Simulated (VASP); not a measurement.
# OF2 (Fm-3m) in VASP: notebook

Runs on OF2. Level: r2SCAN+rVV10. Tasks: single point, relaxation of cell and atoms.

Program: VASP 6.6.1. These are calculated values, not measurements. Logs are shortened: lines on timing, memory, paths and dates and some standing lists are left out, and cuts for length are marked.

## Step 1: The cell of the first run

The structure is cubic, space group Fm-3m (No. 225). Conventional cell: a = 4.867 Å, b = 4.867 Å, c = 4.867 Å, α = 90.00°, β = 90.00°, γ = 90.00°. O (site symmetry m-3m) has 8 F at 2.11 Å within 2.8 Å. F (site symmetry -43m) has 4 O at 2.11 Å and 6 F at 2.43 Å within 2.8 Å.

## Step 2: Single point, r2SCAN+rVV10

The input, POSCAR:

```
OF2
1.0
    0.0000000000      2.4337412065      2.4337412065
    2.4337412065      0.0000000000      2.4337412065
    2.4337412065      2.4337412065      0.0000000000
O F
1 2
Direct
    0.0000000000      0.0000000000      0.0000000000
    0.7500000000      0.7500000000      0.7500000000
    0.2500000000      0.2500000000      0.2500000000
```

The input, INCAR.step1:

```
PREC     = Accurate       # precision mode
ENCUT    = 660            # plane-wave cutoff, eV
ISMEAR   = -1             # smearing method
SIGMA    = 0.03           # smearing width, eV
LREAL    = False          # projectors in reciprocal space
LASPH    = True           # aspherical terms in the spheres
NELM     = 120            # most SCF steps
NBANDS   = 17             # bands
GGA      = PE             # functional
ALGO     = Normal         # electronic algorithm
EDIFF    = 1E-5           # SCF threshold, eV
LWAVE    = True           # write WAVECAR
LCHARG   = False          # write CHGCAR
GGA_COMPAT= False
```

The input, INCAR.step2:

```
PREC     = Accurate       # precision mode
ENCUT    = 660            # plane-wave cutoff, eV
EDIFF    = 1E-6           # SCF threshold, eV
ISMEAR   = -1             # smearing method
SIGMA    = 0.03           # smearing width, eV
LREAL    = False          # projectors in reciprocal space
LASPH    = True           # aspherical terms in the spheres
NELM     = 120            # most SCF steps
ALGO     = Normal         # electronic algorithm
ISIF     = 2              # what is computed and relaxed
LWAVE    = False          # write WAVECAR
LCHARG   = True           # write CHGCAR
METAGGA  = R2SCAN         # meta-GGA
LMIXTAU  = True         
LUSE_VDW = True         
IVDW_NL  = 2            
BPARAM   = 11.95        
CPARAM   = 0.0093       
LELF     = True           # ELF
LVHAR    = True         
NBANDS   = 17             # bands
ISTART   = 1            
GGA_COMPAT= False
```

The input, KPOINTS:

```
regular mesh
0
Gamma
  10 10 10
```

Potentials or basis: VASP PAW PBE potentials, release 64 (O, F).

Run with:

```bash
$ cat potpaw_PBE.64/O/POTCAR potpaw_PBE.64/F/POTCAR > POTCAR
$ cp INCAR.step1 INCAR
$ mpirun -np 1 vasp_std > vasp.out
$ cp INCAR.step2 INCAR
$ mpirun -np 1 vasp_std > vasp.out
```

OUTCAR:

```text
PREC = Accurate
   ENCUT = 660
   EDIFF = 1E-6
   ISMEAR = -1
   LREAL = False
   LASPH = True
   NELM = 120
   ISIF = 2
   METAGGA = R2SCAN
   IVDW_NL = 2
   BPARAM = 11.95
   ISTART = 1

 ion  position               nearest neighbor table
   1  0.000  0.000  0.000-
   2  0.750  0.750  0.750-
   3  0.250  0.250  0.250-

  LATTYP: Found a face centered cubic cell.
 ALAT       =     4.8674824130

  Lattice vectors:

 A1 = (   0.0000000000,   2.4337412065,   2.4337412065)
 A2 = (   2.4337412065,   0.0000000000,   2.4337412065)
 A3 = (   2.4337412065,   2.4337412065,   0.0000000000)

Analysis of symmetry for initial positions (statically):
=====================================================================
 Subroutine PRICEL returns:
 Original cell was already a primitive cell.

 Routine SETGRP: Setting up the symmetry group for a
 face centered cubic supercell.

 Subroutine GETGRP returns: Found 48 space group operations
 (whereof 48 operations were pure point group operations)
 out of a pool of 48 trial point group operations.

The static configuration has the point symmetry O_h .

Analysis of symmetry for dynamics (positions and initial velocities):
=====================================================================
 Subroutine PRICEL returns:
 Original cell was already a primitive cell.

 Routine SETGRP: Setting up the symmetry group for a
 face centered cubic supercell.

 Subroutine GETGRP returns: Found 48 space group operations
 (whereof 48 operations were pure point group operations)
 out of a pool of 48 trial point group operations.

The dynamic configuration has the point symmetry O_h .

 Subroutine INISYM returns: Found 48 space group operations
 (whereof 48 operations are pure point group operations),
 and found     1 'primitive' translations

----------------------------------------------------------------------------------------

                                     Primitive cell

  volume of cell :      28.8306

  direct lattice vectors                    reciprocal lattice vectors
     0.000000000  2.433741207  2.433741207    -0.205445016  0.205445016  0.205445016
     2.433741207  0.000000000  2.433741207     0.205445016 -0.205445016  0.205445016
[... 83 lines left out ...]
   LSORBIT =      F    spin-orbit coupling
   LASPH  =      T    aspherical Exc in radial PAW
   ENCUT  =  660.0 eV  48.51 Ry    6.96 a.u.   7.21  7.21  7.21*2*pi/ulx,y,z
   NELM   =    120;   NELMIN=  2; NELMDL=  0     # of ELM steps
   EDIFF  = 0.1E-05   stopping-criterion for ELM
   LREAL  =      F    real-space projection
   EDIFFG = 0.1E-04   stopping-criterion for IOM
   NSW    =      0    number of steps for IOM
   IBRION =     -1    ionic relax: 0-MD 1-quasi-New 2-CG
   NFREE  =      0    steps in history (QN), initial steepest desc. (CG)
   ISIF   =      2    stress and relaxation
   ISYM   =      2    0-nonsym 1-usesym 2-fastsym
   POTIM  = 0.5000    time-step for ionic-motion
   TEBEG  =    0.0;   TEEND  =   0.0 temperature during run
   PSTRESS=    0.0 pullay stress
   NELECT =      20.0000    total number of electrons
   NUPDOWN=      -1.0000    fix difference up-down
   EMIN   =  10.00;   EMAX   =-10.00  energy-range for DOS
   EFERMI =   0.00;   METHOD = LEGACY
   ISMEAR =    -1;   SIGMA  =   0.03  broadening in eV -4-tet -1-fermi 0-gaus
   EFERMI_NEDOS =   21; number of points for ismear=-14 and -15
   IALGO  =     38    algorithm
   IMIX   =      4    mixing-type and parameters
     AMIX     =   0.40;   BMIX     =  1.00
     AMIX_MAG =   1.60;   BMIX_MAG =  1.00
  volume/ion in A,a.u.               =       9.61        64.85
  Fermi-wavevector in a.u.,A,eV,Ry     =   1.449218  2.738625 28.575409  2.100233
  Thomas-Fermi vector in A             =   2.566970
   LORBIT       =      0    0 simple, 1 ext, 2 COOP (PROOUT), +10 PAW based schemes
   METAGGA = R2SCAN    functional components
   LHFCALC =     F    Hartree Fock is set to
   AEXX    =    0.0000 exact exchange contribution
   IVDW_NL    =     2    kernel type
   BPARAM     =11.9500
   IVDW    =     0    specifies the selected vdW correction
   LEPSILON=     F    determine dielectric tensor
   LRPA    =     F    only Hartree local field effects (RPA)
 non-spin polarized calculation
  energy-cutoff  :      660.00
  volume of cell :       28.83
 maximum number of plane-waves:      1123
 NGX is ok and might be reduce to    30
   NGX = 15   NGY = 15   NGZ = 15

 number of electron      20.0000007 magnetization

 Free energy of the ion-electron system (eV)
  ---------------------------------------------------
  ext. energy  EPLUGINS =         0.00000000
  ---------------------------------------------------
  free energy    TOTEN  =        -6.98185261 eV

  energy without entropy =       -6.96592454  energy(sigma->0) =       -6.97388858

 E-fermi :  -1.5138     XC(G=0): -11.2152

 val. band max:       -1.5151991317   @ k =   0.2000   0.1000   0.0000
 cond. band min:      -1.5061971426   @ k =  -0.4000   0.3000   0.0000
 fundamental gap:      0.0090019891
 Fermi energy:        -1.5137501676

 k-point     1 :       0.0000    0.0000    0.0000
  band No.  band energies     occupation
      1     -25.7438      2.00000
      2     -23.3311      2.00000
      3     -18.7248      2.00000
      4      -4.8916      2.00000
      5      -4.8916      2.00000
      6      -4.8916      2.00000
[... 457 lines left out ...]
      4      -6.9294      2.00000
      5      -6.9074      2.00000
      6      -5.0858      2.00000
[... 9 lines left out ...]
     16      22.2258      0.00000
     17      23.8111      0.00000

 [... further k-points ...]

------------------------ aborting loop because EDIFF is reached ----------------------------------------

  FORCE on cell =-STRESS in cart. coord.  units (eV):
  Direction    XX          YY          ZZ          XY          YZ          ZX
  --------------------------------------------------------------------------------------
  -------------------------------------------------------------------------------------
  Total       -0.1705924     -0.1705924     -0.1705924      0.0000000      0.0000000     -0.0000000
  in kB       -9.4801932     -9.4801932     -9.4801932      0.0000000      0.0000000     -0.0000000
  external PRESSURE =      -9.4801932 kB  Pullay stress =       0.0000000 kB

 VOLUME and BASIS-vectors are now :
 -----------------------------------------------------------------------------
  energy-cutoff  :      660.00
  volume of cell :       28.83
      direct lattice vectors                 reciprocal lattice vectors
     0.000000000  2.433741207  2.433741207    -0.205445016  0.205445016  0.205445016
     2.433741207  0.000000000  2.433741207     0.205445016 -0.205445016  0.205445016
     2.433741207  2.433741207  0.000000000     0.205445016  0.205445016 -0.205445016

 POSITION                                       TOTAL-FORCE (eV/Angst)
 -----------------------------------------------------------------------------------
      0.00000      0.00000      0.00000         0.000000      0.000000      0.000000
      3.65061      3.65061      3.65061         0.000000      0.000000     -0.000000
      1.21687      1.21687      1.21687        -0.000000     -0.000000     -0.000000
 -----------------------------------------------------------------------------------
    total drift:                                0.000000     -0.000000      0.000000

  FREE ENERGIE OF THE ION-ELECTRON SYSTEM (eV)
  ---------------------------------------------------
  free  energy   TOTEN  =        -6.9818526141 eV

  energy  without entropy=       -6.9659245399  energy(sigma->0) =       -6.97388858
```

OUTCAR.step1:

```text
PREC = Accurate
   ENCUT = 660
   ISMEAR = -1
   LREAL = False
   LASPH = True
   NELM = 120
[... 703 lines left out ...]
      0.00000      0.00000      0.00000         0.000000     -0.000000      0.000000
      3.65061      3.65061      3.65061        -0.000000      0.000000      0.000000
      1.21687      1.21687      1.21687        -0.000000      0.000000     -0.000000
 -----------------------------------------------------------------------------------
    total drift:                                0.000000     -0.000000      0.000000

  FREE ENERGIE OF THE ION-ELECTRON SYSTEM (eV)
  ---------------------------------------------------
  free  energy   TOTEN  =        -4.6297130342 eV

  energy  without entropy=       -4.6131234644  energy(sigma->0) =       -4.62141825
```

OSZICAR.step1:

```text
N       E                     dE             d eps       ncg     rms          rms(c)
DAV:   1     0.101538003669E+03    0.10154E+03   -0.13753E+04  1614   0.141E+03
DAV:   2    -0.248060943002E+01   -0.10402E+03   -0.10089E+03  1856   0.288E+02
DAV:   3    -0.549736040310E+01   -0.30168E+01   -0.29942E+01  2010   0.431E+01
DAV:   4    -0.550929841833E+01   -0.11938E-01   -0.11937E-01  1855   0.289E+00
DAV:   5    -0.550934852557E+01   -0.50107E-04   -0.50107E-04  1970   0.168E-01    0.810E+00
DAV:   6    -0.771923966810E+01   -0.22099E+01   -0.23577E+01  1649   0.264E+01    0.191E+01
DAV:   7    -0.463343724572E+01    0.30858E+01   -0.84212E+00  1636   0.216E+01    0.151E+00
DAV:   8    -0.463250055147E+01    0.93669E-03   -0.23959E-01  1663   0.451E+00    0.616E-01
DAV:   9    -0.463022147938E+01    0.22791E-02   -0.60245E-03  1949   0.694E-01    0.335E-01
DAV:  10    -0.463037270739E+01   -0.15123E-03   -0.61137E-03  1680   0.693E-01    0.257E-01
DAV:  11    -0.462971892707E+01    0.65378E-03   -0.19607E-03  1678   0.373E-01    0.278E-02
DAV:  12    -0.462971303419E+01    0.58929E-05   -0.78166E-05  1765   0.816E-02
   1 F= -.46297130E+01 E0= -.46214182E+01  d E =-.165896E-01
```

It took 3.1 min on 1 thread of Intel Xeon Platinum 8259CL at 2.50GHz (Skylake/Cascade Lake), shared host; peak memory 0.29 GiB.

Results:

* Free energy: -6.9819 eV
* Pressure: -0.9 GPa
* Band gap on the k mesh: zero (bands 10 and 11 overlap by 0.30 eV)

Caveat: the PAW data sets were made with another functional, which shifts forces and pressure a little.

## Step 3: Relaxation of cell and atoms, r2SCAN+rVV10

This run uses another cell than the first one, of 9.64 Å³/atom.

The input, POSCAR:

```
OF2
1.0
    0.0000000000      2.4364165328      2.4364165328
    2.4364165328      0.0000000000      2.4364165328
    2.4364165328      2.4364165328      0.0000000000
O F
1 2
Direct
    0.0000000000      0.0000000000      0.0000000000
    0.7500000000      0.7500000000      0.7500000000
    0.2500000000      0.2500000000      0.2500000000
```

The input, INCAR.step1:

```
ALGO = Normal ; EDIFF = 1E-5
EDIFFG = -0.005 ; ENCUT = 660
GGA = PE ; GGA_COMPAT = F
IBRION = 2 ; ISIF = 3
ISMEAR = -1 ; LASPH = T
LCHARG = F ; LREAL = F
LWAVE = T ; NELM = 120
NELMIN = 4 ; NSW = 100
PREC = Accurate ; SIGMA = 0.03
```

The input, INCAR.step2:

```
ALGO = Normal ; BPARAM = 11.95
CPARAM = 0.0093 ; EDIFF = 1E-7
EDIFFG = -0.01 ; ENCUT = 660
GGA_COMPAT = F ; IBRION = 2
ISIF = 3 ; ISMEAR = -1
ISTART = 1 ; IVDW_NL = 2
LASPH = T ; LCHARG = F
LMIXTAU = T ; LREAL = F
LUSE_VDW = T ; LWAVE = F
METAGGA = R2SCAN ; NELM = 120
NELMIN = 4 ; NSW = 100
PREC = Accurate ; SIGMA = 0.03
```

The input, KPOINTS:

```
k-points
0
Gamma
  8 8 8
```

Potentials or basis: VASP PAW PBE potentials, release 64 (O, F).

Run with:

```bash
$ cat potpaw_PBE.64/O/POTCAR potpaw_PBE.64/F/POTCAR > POTCAR
$ cp INCAR.step1 INCAR
$ mpirun -np 1 vasp_std > vasp.out
$ cp INCAR.step2 INCAR
$ mpirun -np 1 vasp_std > vasp.out
```

Wall time 6.7 min (1 thread of Intel Xeon Platinum 8259CL at 2.50GHz (Skylake/Cascade Lake), shared host); peak memory 0.28 GiB.

It converged, with:

* Free energy: -6.9851 eV
* Relaxed volume: 9.54 Å³/atom
* Relaxed cell: a = 3.433 Å, b = 3.433 Å, c = 3.433 Å, α = 60.00°, β = 60.00°, γ = 60.00°
* Space group after relaxing (to 0.1 Å): Fm-3m (No. 225)
* Energy gained by relaxing: 0.5 meV/atom
* Ionic steps: 2
* Pressure after relaxing: -0.1 GPa
* Band gap on the k mesh: zero (bands 10 and 11 overlap by 0.31 eV)

The path:
| step | energy change (eV) | largest force (eV/Å) | pressure (GPa) | volume (Å³) |
| --- | --- | --- | --- | --- |
| 1 | 0.0000 | 0.0000 | -1.26 | 28.93 |
| 2 | -0.0014 | 0.0000 | -0.09 | 28.61 |

Final structure:
```
O F
1.0
     0.00000    2.42748    2.42748
     2.42748    0.00000    2.42748
     2.42748    2.42748    0.00000
O F
1 2
Cartesian
  4.8550 2.4275 2.4275
  3.6412 3.6412 3.6412
  1.2137 1.2137 1.2137
```

Levels at points of the mesh, in eV from the Fermi level:
```
           k point  band 7  band 8  band 9  band 10  band 11  band 12  band 13  band 14
(0.00, 0.00, 0.00)   -3.37   -3.37   -3.37    -0.20    -0.20    -0.20    12.47    22.64
(0.50, 0.00, 0.00)   -2.69   -2.69   -2.14     0.11     0.24     0.24    14.75    20.53
(0.50, 0.50, 0.00)   -1.83   -1.35   -1.35    -1.06     0.48     0.48    14.08    20.39
```

Caveat: the PAW data sets were made with another functional, which shifts forces and pressure a little.
